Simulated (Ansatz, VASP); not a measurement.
# EuFe: VASP beside Ansatz

```
Eu Fe
1.0
     3.44214    0.00000    0.00000
     0.00000    3.44214    0.00000
     0.00000    0.00000    3.44214
Eu Fe
1 1
Direct
  0.00000 0.00000 0.00000
  0.50000 0.50000 0.50000
```

Alike in both runs: task single point; functional PBEsol; k mesh 8 × 8 × 8; occupations gaussian, width 0.05 eV; collinear spin.

|  | VASP | Ansatz |
| --- | --- | --- |
| version | VASP 6.6.1 | Ansatz 0.2.0 |
| potentials or method | VASP PAW PBE potentials, release 64 (Eu, Fe), cutoff 520 eV | scalar-relativistic, plane waves, PAW |
| valence electrons in the cell | 25 | 33 |

```tsv
	VASP	Ansatz	Ansatz less VASP
gap on the k mesh at the Fermi level (eV)	none	none	-
pressure (GPa)	-1.9	-1.9	0.00
net moment per atom (μB)	2.35	2.34	-0.005
size of the moment on the site where the two differ most (μB)	6.58	6.70	+0.119
```

VASP's potentials were made for PBE, not for PBEsol. Site moments also hang on the region over which each program counts them. A gap of «none» marks a metal or a gap that the smearing closes. VASP's potentials hold 25 valence electrons a cell and Ansatz's 33, so a difference there can come from the potentials and not from the codes. Ansatz's warnings: given moment on shells.

Spin-orbit coupling is off throughout.
